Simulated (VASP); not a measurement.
Set up this calculation in VASP 6.6.1, as the native input.

- Task: single point
- Functional: PBEsol
- Potentials or basis: VASP PAW PBE potentials, release 64 (Ga_d)
- Cutoff: 520 eV
- k mesh: 12 × 12 × 12
- Occupations: fermi-dirac, width 0.1 eV
- Spin: no spin polarisation
- Dipole correction: no
- Further INCAR settings: ALGO = Normal; EDIFF = 1e-06; NBANDS = 20

The structure of Ga lies in POSCAR:

```
Ga
1.0
    0.0000000000      2.8821274005      2.8821274005
    2.8821274005      0.0000000000      2.8821274005
    2.8821274005      2.8821274005      0.0000000000
Ga
2
Direct
   -0.1250000000     -0.1250000000     -0.1250000000
    0.1250000000      0.1250000000      0.1250000000
```

These files were run (other wordings do the same):

INCAR

```
SYSTEM = Ga
  ALGO = Normal
  EDIFF = 1E-6
  ENCUT = 520
  GGA = PS
  ISIF = 2
  ISMEAR = -1
  LASPH = .TRUE.
  LCHARG = .FALSE.
  LREAL = .FALSE.
  LWAVE = .FALSE.
  NBANDS = 20
  NELM = 80
  PREC = Accurate
  SIGMA = 0.1
```

KPOINTS

```
k-points
0
G
  12 12 12
  0 0 0
```

Potentials or basis: VASP PAW PBE potentials, release 64 (Ga_d).

The run is started by

```console
$ cat potpaw_PBE.64/Ga_d/POTCAR > POTCAR
$ mpirun -np 1 vasp_std > vasp.out
```

It gave:

```
Pressure               : -0.1 GPa
Band gap on the k mesh : zero (band 13 reaches 5.71 eV, above the bottom of band 14 at 1.24 eV)
```

Caveat: the PAW data sets were made with another functional, which shifts forces and pressure a little.

Wall time 21 s on 1 thread of Intel(R) Xeon(R) 6975P-C (Granite Rapids), with other jobs on the host, peak memory 0.19 GiB.
